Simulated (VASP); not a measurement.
Write the native input for VASP 6.6.1 that does the following.

```yaml
Task: single point
Functional: PBEsol
Potentials_or_basis: VASP PAW PBE potentials, release 64 (Ta_pv)
Cutoff: 520 eV
k_mesh: 17 × 17 × 17
Occupations: fermi-dirac, width 0.08 eV
Spin: no spin polarisation
Dipole_correction: no
Further_INCAR_settings: ALGO = Normal; EDIFF = 1e-07; NBANDS = 12
```

The structure of Ta lies in POSCAR:

```
Ta
1.0
   -1.6512800000      1.6512800000      1.6677928000
    1.6512800000     -1.6512800000      1.6677928000
    1.6512800000      1.6512800000     -1.6677928000
Ta
1
Direct
    0.0000000000      0.0000000000      0.0000000000
```

This cell differs from its parent crystal: zz strain of +1 %.

One way to write it, as run:

INCAR

```
ALGO     = Normal         # electronic algorithm
EDIFF    = 1E-7           # SCF threshold, eV
ENCUT    = 520            # plane-wave cutoff, eV
GGA      = PS             # functional
ISIF     = 2              # what is computed and relaxed
ISMEAR   = -1             # smearing method
LASPH    = True           # aspherical terms in the spheres
LCHARG   = True           # write CHGCAR
LELF     = True           # ELF
LREAL    = False          # projectors in reciprocal space
LVHAR    = True         
LWAVE    = False          # write WAVECAR
NBANDS   = 12             # bands
NELM     = 100            # most SCF steps
PREC     = Accurate       # precision mode
SIGMA    = 0.08           # smearing width, eV
```

KPOINTS

```
k-points
0
Gamma
  17 17 17
```

Potentials or basis: VASP PAW PBE potentials, release 64 (Ta_pv).

Run with:

```bash
$ cat potpaw_PBE.64/Ta_pv/POTCAR > POTCAR
$ mpirun -np 1 vasp_std > vasp.out
```

It gave:

| Property | Result |
| --- | --- |
| Pressure | -5.5 GPa |

Caveat: the cell differs from its parent crystal (zz strain of +1 %); the PAW data sets were made with another functional, which shifts forces and pressure a little.

Run time: 38 s on 1 thread of Intel(R) Xeon(R) Platinum 8488C (Sapphire Rapids), with other jobs on the host, peak memory 0.2 GiB.
